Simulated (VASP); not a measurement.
Crystal: ZnAg.

```
CELL_PARAMETERS angstrom
3.15600 0.00000 0.00000
0.00000 3.15600 0.00000
0.00000 0.00000 3.15600
ATOMIC_POSITIONS crystal
Zn 0.50000 0.50000 0.50000
Ag 0.00000 0.00000 0.00000
```

```yaml
Program: VASP 6.6.1
Task: relaxation of cell and atoms
Functional: LDA
Potentials_or_basis: VASP PAW LDA potentials, release 64 (Zn, Ag_sv_GW)
Cutoff: 630 eV
k_mesh: 10 × 10 × 10
Occupations: fermi-dirac, width 0.1 eV
Spin: no spin polarisation
```

At the start: pressure -7.8 GPa; volume 15.72 Å³/atom.

Q: Where does the relaxation end?

A: Over 6 steps the energy falls by 28.3 meV/atom and the volume is 14.64 Å³/atom (-6.9 %); space group Pm-3m (No. 221, to 0.1 Å) before and after.

Step by step:
| step | energy change (eV) | largest force (eV/Å) | pressure (GPa) | volume (Å³) |
| --- | --- | --- | --- | --- |
| 1 | 0.0000 | 0.0000 | -7.83 | 31.43 |
| 2 | -0.0342 | 0.0000 | 6.21 | 28.07 |
| 3 | -0.0567 | 0.0000 | -0.07 | 29.28 |
| 4 | -0.0567 | 0.0000 | 0.17 | 29.24 |
| 5 | -0.0567 | 0.0000 | -0.10 | 29.30 |
| 6 | -0.0567 | 0.0000 | 0.02 | 29.27 |

Final structure:
```cif
data_structure
_symmetry_space_group_name_H-M 'P 1'
_symmetry_Int_Tables_number 1
_cell_length_a 3.0820
_cell_length_b 3.0820
_cell_length_c 3.0820
_cell_angle_alpha 90.000
_cell_angle_beta 90.000
_cell_angle_gamma 90.000
_cell_volume 29.27
loop_
_atom_site_label
_atom_site_type_symbol
_atom_site_fract_x
_atom_site_fract_y
_atom_site_fract_z
_atom_site_occupancy
Zn1 Zn 0.50000 0.50000 0.50000 1
Ag1 Ag 0.00000 0.00000 0.00000 1
```
